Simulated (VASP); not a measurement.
A run of VASP 6.6.1 is set up as follows.

File INCAR:

```
SYSTEM = KZnF3
ALGO = Normal
EDIFF = 1E-7
ENCUT = 520
GGA = PE
ISIF = 2
ISMEAR = -1
LASPH = .True.
LCHARG = .True.
LELF = .True.
LREAL = .False.
LVHAR = .True.
LWAVE = .False.
NBANDS = 29
NELM = 100
PREC = Accurate
SIGMA = 0.02
```

Contents of KPOINTS:

```
k-points
0
Gamma
  6 6 6
  0 0 0
```

POSCAR

```
KZnF3
1.0
    4.0461680130      0.0000000000      0.0000000000
    0.0000000000      4.0461680130      0.0000000000
    0.0000000000      0.0000000000      4.0461680130
K Zn F
1 1 3
Direct
    0.0000000000      0.0000000000      0.0000000000
    0.5000000000      0.5000000000      0.5000000000
    0.5000000000      0.5000000000      0.0000000000
    0.0000000000      0.5000000000      0.5000000000
    0.5000000000      0.0000000000      0.5000000000
```

Potentials or basis: VASP PAW PBE potentials, release 64 (K_sv, Zn, F).

Launch:

```sh
$ cat potpaw_PBE.64/K_sv/POTCAR potpaw_PBE.64/Zn/POTCAR potpaw_PBE.64/F/POTCAR > POTCAR
$ mpirun -np 1 vasp_std > vasp.out
```

(1) What does it give for the pressure?

(2) What does it give for the band gap on the k mesh?

Answers

(1) 5.2 GPa.

(2) 3.80 eV, indirect (least direct gap 5.67 eV).
